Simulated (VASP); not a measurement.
# BaTiO3 (Pm-3m) in VASP: further runs

Runs on BaTiO3. Level: PBE. Tasks: relaxation of cell and atoms.

All numbers are computed with VASP 6.6.1; they aren't measurements. Logs are shortened: lines on timing, memory, paths and dates and some standing lists are left out, and cuts for length are marked.

## Step 1: The cell of the first run

It takes space group Pm-3m (No. 221, cubic). The conventional cell has a = 4.006 Å, b = 4.006 Å, c = 4.006 Å, α = 90.00°, β = 90.00°, γ = 90.00°. Within 3.7 Å of Ba (site symmetry m-3m) lie 12 O at 2.83 Å and 8 Ti at 3.47 Å. Ti (site symmetry m-3m) has 6 O at 2.00 Å within 2.7 Å. Within 2.7 Å of O (site symmetry 4/mmm) lie 2 Ti at 2.00 Å.

## Step 2: Relaxation of cell and atoms, PBE, target pressure 5 GPa, at which the enthalpy is minimised

The input, INCAR:

```
PREC     = Accurate       # precision mode
ENCUT    = 600            # plane-wave cutoff, eV
EDIFF    = 1E-6           # SCF threshold, eV
ISMEAR   = -1             # smearing method
SIGMA    = 0.01           # smearing width, eV
LREAL    = F              # projectors in reciprocal space
LASPH    = T              # aspherical terms in the spheres
NELM     = 100            # most SCF steps
ALGO     = Normal         # electronic algorithm
ISIF     = 3              # what is computed and relaxed
LWAVE    = F              # write WAVECAR
LCHARG   = F              # write CHGCAR
GGA      = PE             # functional
IBRION   = 2              # ionic algorithm
NSW      = 80             # ionic steps
EDIFFG   = -0.05          # ionic threshold
PSTRESS  = 50.0
```

The input, KPOINTS:

```
Automatic mesh
0
Gamma
  6 6 6
```

The input, POSCAR:

```
BaTiO3
1.0
    4.0060000000      0.0000000000      0.0000000000
    0.0000000000      4.0060000000      0.0000000000
    0.0000000000      0.0000000000      4.0060000000
Ba Ti O
1 1 3
Direct
    0.5000000000      0.5000000000      0.5000000000
    0.0000000000      0.0000000000      0.0000000000
    0.5000000000      0.0000000000      0.0000000000
    0.0000000000      0.5000000000      0.0000000000
    0.0000000000      0.0000000000      0.5000000000
```

Potentials or basis: VASP PAW PBE potentials, release 64 (Ba_sv, Ti_sv, O).

Started as:

```
> cat potpaw_PBE.64/Ba_sv/POTCAR potpaw_PBE.64/Ti_sv/POTCAR potpaw_PBE.64/O/POTCAR > POTCAR
> mpirun -np 1 vasp_std > vasp.out
```

OUTCAR:

```text
PREC = Accurate
   ENCUT = 600
   EDIFF = 1E-6
   ISMEAR = -1
   LREAL = F
   LASPH = T
   NELM = 100
   ISIF = 3
   GGA = PE
   IBRION = 2
   NSW = 80
   EDIFFG = -0.05
   PSTRESS = 50.0

 ion  position               nearest neighbor table
   1  0.500  0.500  0.500-   3 2.83   4 2.83   5 2.83   3 2.83   4 2.83   3 2.83   5 2.83   3 2.83
                             4 2.83   5 2.83   4 2.83   5 2.83   2 3.47   2 3.47   2 3.47   2 3.47
   2  0.000  0.000  0.000-   3 2.00   4 2.00   5 2.00   5 2.00   4 2.00   3 2.00   1 3.47   1 3.47
                             1 3.47   1 3.47   1 3.47   1 3.47   1 3.47   1 3.47
   3  0.500  0.000  0.000-   2 2.00   2 2.00   1 2.83   1 2.83   1 2.83   1 2.83
   4  0.000  0.500  0.000-   2 2.00   2 2.00   1 2.83   1 2.83   1 2.83   1 2.83
   5  0.000  0.000  0.500-   2 2.00   2 2.00   1 2.83   1 2.83   1 2.83   1 2.83

  LATTYP: Found a simple cubic cell.
 ALAT       =     4.0060000000

  Lattice vectors:

 A1 = (   4.0060000000,   0.0000000000,   0.0000000000)
 A2 = (   0.0000000000,   4.0060000000,   0.0000000000)
 A3 = (   0.0000000000,   0.0000000000,   4.0060000000)

Analysis of symmetry for initial positions (statically):
=====================================================================
 Subroutine PRICEL returns:
 Original cell was already a primitive cell.

 Routine SETGRP: Setting up the symmetry group for a
 simple cubic supercell.

 Subroutine GETGRP returns: Found 48 space group operations
 (whereof 48 operations were pure point group operations)
 out of a pool of 48 trial point group operations.

The static configuration has the point symmetry O_h .

Analysis of symmetry for dynamics (positions and initial velocities):
=====================================================================
 Subroutine PRICEL returns:
 Original cell was already a primitive cell.

 Routine SETGRP: Setting up the symmetry group for a
 simple cubic supercell.

 Subroutine GETGRP returns: Found 48 space group operations
 (whereof 48 operations were pure point group operations)
 out of a pool of 48 trial point group operations.

The dynamic configuration has the point symmetry O_h .

 Subroutine INISYM returns: Found 48 space group operations
 (whereof 48 operations are pure point group operations),
 and found     1 'primitive' translations

----------------------------------------------------------------------------------------

                                     Primitive cell

  volume of cell :      64.2884

  direct lattice vectors                    reciprocal lattice vectors
     4.006000000  0.000000000  0.000000000     0.249625562  0.000000000  0.000000000
     0.000000000  4.006000000  0.000000000     0.000000000  0.249625562  0.000000000
     0.000000000  0.000000000  4.006000000     0.000000000  0.000000000  0.249625562

  length of vectors
     4.006000000  4.006000000  4.006000000     0.249625562  0.249625562  0.249625562

  position of ions in fractional coordinates (direct lattice)
     0.500000000  0.500000000  0.500000000
     0.000000000  0.000000000  0.000000000
     0.500000000  0.000000000  0.000000000
     0.000000000  0.500000000  0.000000000
     0.000000000  0.000000000  0.500000000

  ion indices of the primitive-cell ions
   primitive index   ion index
                 1           1
                 2           2
                 3           3
                 4           4
                 5           5

----------------------------------------------------------------------------------------

 KPOINTS: Automatic mesh

Automatic generation of k-mesh.
 Grid dimensions read from file:
 generate k-points for:    6    6    6

 Generating k-lattice:

  Cartesian coordinates                     Fractional coordinates (reciprocal lattice)
     0.041604260  0.000000000  0.000000000     0.166666667  0.000000000  0.000000000
     0.000000000  0.041604260  0.000000000     0.000000000  0.166666667  0.000000000
     0.000000000  0.000000000  0.041604260     0.000000000  0.000000000  0.166666667

  Length of vectors
     0.041604260  0.041604260  0.041604260

  Shift w.r.t. Gamma in fractional coordinates (k-lattice)
     0.000000000  0.000000000  0.000000000

 Subroutine IBZKPT returns following result:
 ===========================================

 Found     20 irreducible k-points:

 Following reciprocal coordinates:
            Coordinates               Weight
  0.000000  0.000000  0.000000      1.000000
  0.166667  0.000000  0.000000      6.000000
  0.333333  0.000000  0.000000      6.000000
  0.500000  0.000000  0.000000      3.000000
  0.166667  0.166667  0.000000     12.000000
  0.333333  0.166667  0.000000     24.000000
[... 12 lines left out ...]
  0.500000  0.500000  0.333333      6.000000
  0.500000  0.500000  0.500000      1.000000
   k-points           NKPTS =     20   k-points in BZ     NKDIM =     20   number of bands    NBANDS=     24
   number of dos      NEDOS =    301   number of ions     NIONS =      5
   total plane-waves  NPLWV =  32768
   dimension x,y,z NGX =    32 NGY =   32 NGZ =   32
   dimension x,y,z NGXF=    64 NGYF=   64 NGZF=   64
   ions per type =               1   1   3
   NGX,Y,Z   is equivalent  to a cutoff of  13.28, 13.28, 13.28 a.u.
   NGXF,Y,Z  is equivalent  to a cutoff of  26.56, 26.56, 26.56 a.u.
 SYSTEM =  unknown system
   PREC   = accura    normal or accurate (medium, high low for compatibility)
   ISTART =      0    job   : 0-new  1-cont  2-samecut
   ICHARG =      2    charge: 1-file 2-atom 10-const
   ISPIN  =      1    spin polarized calculation?
   LNONCOLLINEAR =      F non collinear calculations
   LSORBIT =      F    spin-orbit coupling
   LASPH  =      T    aspherical Exc in radial PAW
   ENCUT  =  600.0 eV  44.10 Ry    6.64 a.u.   8.00  8.00  8.00*2*pi/ulx,y,z
   NELM   =    100;   NELMIN=  2; NELMDL= -5     # of ELM steps
   EDIFF  = 0.1E-05   stopping-criterion for ELM
   LREAL  =      F    real-space projection
   EDIFFG = -.5E-01   stopping-criterion for IOM
   NSW    =     80    number of steps for IOM
   IBRION =      2    ionic relax: 0-MD 1-quasi-New 2-CG
   NFREE  =      1    steps in history (QN), initial steepest desc. (CG)
   ISIF   =      3    stress and relaxation
   ISYM   =      2    0-nonsym 1-usesym 2-fastsym
   POTIM  = 0.5000    time-step for ionic-motion
   TEBEG  =    0.0;   TEEND  =   0.0 temperature during run
   PSTRESS=   50.0 pullay stress
   NELECT =      40.0000    total number of electrons
   NUPDOWN=      -1.0000    fix difference up-down
   EMIN   =  10.00;   EMAX   =-10.00  energy-range for DOS
   EFERMI =   0.00;   METHOD = LEGACY
   ISMEAR =    -1;   SIGMA  =   0.01  broadening in eV -4-tet -1-fermi 0-gaus
   EFERMI_NEDOS =   21; number of points for ismear=-14 and -15
   IALGO  =     38    algorithm
   IMIX   =      4    mixing-type and parameters
     AMIX     =   0.40;   BMIX     =  1.00
     AMIX_MAG =   1.60;   BMIX_MAG =  1.00
  volume/ion in A,a.u.               =      12.86        86.77
  Fermi-wavevector in a.u.,A,eV,Ry     =   1.397603  2.641087 26.576187  1.953295
  Thomas-Fermi vector in A             =   2.520843
   LORBIT       =      0    0 simple, 1 ext, 2 COOP (PROOUT), +10 PAW based schemes
   GGA     = PE    functional components
   LHFCALC =     F    Hartree Fock is set to
   AEXX    =    0.0000 exact exchange contribution
   IVDW    =     0    specifies the selected vdW correction
   LEPSILON=     F    determine dielectric tensor
   LRPA    =     F    only Hartree local field effects (RPA)
 conjugate gradient relaxation of ions
 non-spin polarized calculation
  energy-cutoff  :      600.00
  volume of cell :       64.29
 maximum number of plane-waves:      2176
   NGX = 17   NGY = 17   NGZ = 17

--------------------------------------- Ionic step        1  -------------------------------------------

 number of electron      39.9999998 magnetization

 Free energy of the ion-electron system (eV)
  ---------------------------------------------------
  ext. energy  EPLUGINS =         0.00000000
  ---------------------------------------------------
  free energy    TOTEN  =       -39.97666086 eV

  energy without entropy =      -39.97666086  energy(sigma->0) =      -39.97666086

------------------------ aborting loop because EDIFF is reached ----------------------------------------

  FORCE on cell =-STRESS in cart. coord.  units (eV):
  Direction    XX          YY          ZZ          XY          YZ          ZX
  --------------------------------------------------------------------------------------
  -------------------------------------------------------------------------------------
  Total        1.3122981      1.3122981      1.3122981     -0.0000000     -0.0000000     -0.0000000
  in kB       32.7047057     32.7047057     32.7047057     -0.0000000     -0.0000000     -0.0000000
  external PRESSURE =     -17.2952943 kB  Pullay stress =      50.0000000 kB

 VOLUME and BASIS-vectors are now :
 -----------------------------------------------------------------------------
  energy-cutoff  :      600.00
  volume of cell :       64.29
      direct lattice vectors                 reciprocal lattice vectors
     4.006000000  0.000000000  0.000000000     0.249625562  0.000000000  0.000000000
     0.000000000  4.006000000  0.000000000     0.000000000  0.249625562  0.000000000
     0.000000000  0.000000000  4.006000000     0.000000000  0.000000000  0.249625562
[... 52 lines left out ...]
  FREE ENERGIE OF THE ION-ELECTRON SYSTEM (eV)
  ---------------------------------------------------
  free  energy   TOTEN  =       -39.9360547696 eV

  energy  without entropy=      -39.9360547696  energy(sigma->0) =      -39.93605477

  enthalpy is  TOTEN    =       -37.9698040628 eV   P V=        1.9662507068

--------------------------------------- Ionic step        3  -------------------------------------------

 number of electron      39.9999991 magnetization

 Free energy of the ion-electron system (eV)
  ---------------------------------------------------
  ext. energy  EPLUGINS =         0.00000000
  ---------------------------------------------------
  free energy    TOTEN  =       -39.96065427 eV

  energy without entropy =      -39.96065427  energy(sigma->0) =      -39.96065427

 E-fermi :   4.1317     XC(G=0): -11.2974

 val. band max:        3.8877491997   @ k =   0.5000   0.5000   0.5000
 cond. band min:       5.6467496387   @ k =   0.0000   0.0000   0.0000
 fundamental gap:      1.7590004390
 Fermi energy:         4.1317316321

 k-point     1 :       0.0000    0.0000    0.0000
  band No.  band energies     occupation
      1     -52.7210      2.00000
      2     -28.9362      2.00000
      3     -28.9362      2.00000
      4     -28.9362      2.00000
      5     -20.9081      2.00000
      6     -13.0219      2.00000
[... 16 lines left out ...]
     23       5.6468      0.00000
     24       7.8383      0.00000
[... 533 lines left out ...]
 POSITION                                       TOTAL-FORCE (eV/Angst)
 -----------------------------------------------------------------------------------
      1.99651      1.99651      1.99651        -0.000000     -0.000000      0.000000
      0.00000      0.00000      0.00000         0.000000      0.000000      0.000000
      1.99651     -0.00000     -0.00000         0.000000      0.000000      0.000000
     -0.00000      1.99651     -0.00000         0.000000      0.000000      0.000000
      0.00000     -0.00000      1.99651         0.000000     -0.000000      0.000000
 -----------------------------------------------------------------------------------
    total drift:                                0.000000      0.000000     -0.000000

  FREE ENERGIE OF THE ION-ELECTRON SYSTEM (eV)
  ---------------------------------------------------
  free  energy   TOTEN  =       -39.9606542734 eV

  energy  without entropy=      -39.9606542734  energy(sigma->0) =      -39.96065427

  enthalpy is  TOTEN    =       -37.9737981462 eV   P V=        1.9868561272

 reached required accuracy - stopping structural energy minimisation
```

Wall time 2 min (1 thread of Intel Xeon 8259CL, shared host); peak memory 0.22 GiB.

Results:

```
Free energy                                                : -39.9607 eV
Relaxed volume                                             : 12.73 Å³/atom
Relaxed cell                                               : a = 3.993 Å, b = 3.993 Å, c = 3.993 Å, α = 90.00°, β = 90.00°, γ = 90.00°
Space group after relaxing (to 0.1 Å)                      : Pm-3m (No. 221)
Energy change on relaxing (the run minimises the enthalpy) : +3.2 meV/atom
Ionic steps                                                : 3
Pressure after relaxing                                    : 5.0 GPa
Band gap on the k mesh                                     : 1.76 eV (least direct gap 1.90 eV)
```

Step by step:
| step | energy change (eV) | largest force (eV/Å) | pressure (GPa) | volume (Å³) |
| --- | --- | --- | --- | --- |
| 1 | 0.0000 | 0.0000 | 3.27 | 64.29 |
| 2 | 0.0406 | 0.0000 | 6.96 | 63.01 |
| 3 | 0.0160 | 0.0000 | 5.00 | 63.67 |

Final structure:
```cif
data_structure
_symmetry_space_group_name_H-M 'P 1'
_symmetry_Int_Tables_number 1
_cell_length_a 3.9930
_cell_length_b 3.9930
_cell_length_c 3.9930
_cell_angle_alpha 90.000
_cell_angle_beta 90.000
_cell_angle_gamma 90.000
_cell_volume 63.67
loop_
_atom_site_label
_atom_site_type_symbol
_atom_site_fract_x
_atom_site_fract_y
_atom_site_fract_z
_atom_site_occupancy
Ba1 Ba 0.50000 0.50000 0.50000 1
Ti1 Ti 0.00000 0.00000 0.00000 1
O1 O 0.50000 0.00000 0.00000 1
O2 O 0.00000 0.50000 0.00000 1
O3 O 0.00000 0.00000 0.50000 1
```

Levels at points of the mesh, in eV from the valence-band top:
```
           k point  band 17  band 18  band 19  band 20  band 21  band 22  band 23  band 24
(0.00, 0.00, 0.00)    -1.10    -0.14    -0.14    -0.14     1.76     1.76     1.76     3.95
(0.50, 0.00, 0.00)    -1.84    -1.84    -0.71    -0.71     1.92     3.52     3.52     3.96
(0.50, 0.50, 0.00)    -1.72    -0.87    -0.87    -0.09     3.53     3.53     3.94     4.81
(0.50, 0.50, 0.50)    -2.40     0.00     0.00     0.00     4.20     4.20     4.20     6.76
```

Caveat: the cell is relaxed towards a set pressure, so the run minimises the enthalpy, not the energy; spin-orbit coupling is left out, which moves the levels of the heavy elements. PBE gaps usually lie below the measured ones, often by a third to a half.

## Step 3: Relaxation of cell and atoms, PBE, target pressure 10 GPa, at which the enthalpy is minimised

The input, INCAR:

```
SYSTEM = BaTiO3
PREC     = Accurate       ! precision mode
ENCUT    = 600            ! plane-wave cutoff, eV
EDIFF    = 1E-7           ! SCF threshold, eV
ISMEAR   = -1             ! smearing method
SIGMA    = 0.01           ! smearing width, eV
LREAL    = .False.        ! projectors in reciprocal space
LASPH    = .True.         ! aspherical terms in the spheres
NELM     = 80             ! most SCF steps
ALGO     = Normal         ! electronic algorithm
ISIF     = 3              ! what is computed and relaxed
LWAVE    = .False.        ! write WAVECAR
LCHARG   = .False.        ! write CHGCAR
GGA      = PE             ! functional
IBRION   = 2              ! ionic algorithm
NSW      = 80             ! ionic steps
EDIFFG   = -0.05          ! ionic threshold
PSTRESS  = 100.0
```

The input, KPOINTS:

```
regular mesh
0
Gamma
  6 6 6
  0 0 0
```

POSCAR is that of step 2.

Potentials or basis: VASP PAW PBE potentials, release 64 (Ba_sv, Ti_sv, O).

Started as:

```
> cat potpaw_PBE.64/Ba_sv/POTCAR potpaw_PBE.64/Ti_sv/POTCAR potpaw_PBE.64/O/POTCAR > POTCAR
> mpirun -np 1 vasp_std > vasp.out
```

It took 2.2 min on 1 thread of Intel Xeon 8259CL, shared host; peak memory 0.21 GiB.

Results (log left out):

| Property | Result |
| --- | --- |
| Free energy | -39.8867 eV |
| Relaxed volume | 12.41 Å³/atom |
| Relaxed cell | a = 3.959 Å, b = 3.959 Å, c = 3.959 Å, α = 90.00°, β = 90.00°, γ = 90.00° |
| Space group after relaxing (to 0.1 Å) | Pm-3m (No. 221) |
| Energy change on relaxing (the run minimises the enthalpy) | +18.0 meV/atom |
| Ionic steps | 3 |
| Pressure after relaxing | 9.9 GPa |
| Band gap on the k mesh | 1.81 eV (least direct gap 1.92 eV) |

Step by step:
```
step  energy change (eV)  largest force (eV/Å)  pressure (GPa)  volume (Å³)
   1              0.0000                0.0000            3.27        64.29
   2              0.3350                0.0000           19.85        59.40
   3              0.0900                0.0000            9.93        62.07
```

Final structure:
```cif
data_structure
_symmetry_space_group_name_H-M 'P 1'
_symmetry_Int_Tables_number 1
_cell_length_a 3.9593
_cell_length_b 3.9593
_cell_length_c 3.9593
_cell_angle_alpha 90.000
_cell_angle_beta 90.000
_cell_angle_gamma 90.000
_cell_volume 62.07
loop_
_atom_site_label
_atom_site_type_symbol
_atom_site_fract_x
_atom_site_fract_y
_atom_site_fract_z
_atom_site_occupancy
Ba1 Ba 0.50000 0.50000 0.50000 1
Ti1 Ti 0.00000 0.00000 0.00000 1
O1 O 0.50000 0.00000 0.00000 1
O2 O 0.00000 0.50000 0.00000 1
O3 O 0.00000 0.00000 0.50000 1
```

Levels at points of the mesh, in eV from the valence-band top:
```tsv
k point	band 17	band 18	band 19	band 20	band 21	band 22	band 23	band 24
(0.00, 0.00, 0.00)	-1.14	-0.11	-0.11	-0.11	1.81	1.81	1.81	4.13
(0.50, 0.00, 0.00)	-1.87	-1.87	-0.71	-0.71	1.98	3.65	3.65	4.14
(0.50, 0.50, 0.00)	-1.70	-0.85	-0.85	-0.10	3.66	3.66	4.09	5.03
(0.50, 0.50, 0.50)	-2.39	0.00	0.00	0.00	4.36	4.36	4.36	6.87
```

Caveat: the cell is relaxed towards a set pressure, so the run minimises the enthalpy, not the energy; spin-orbit coupling is left out, which moves the levels of the heavy elements.
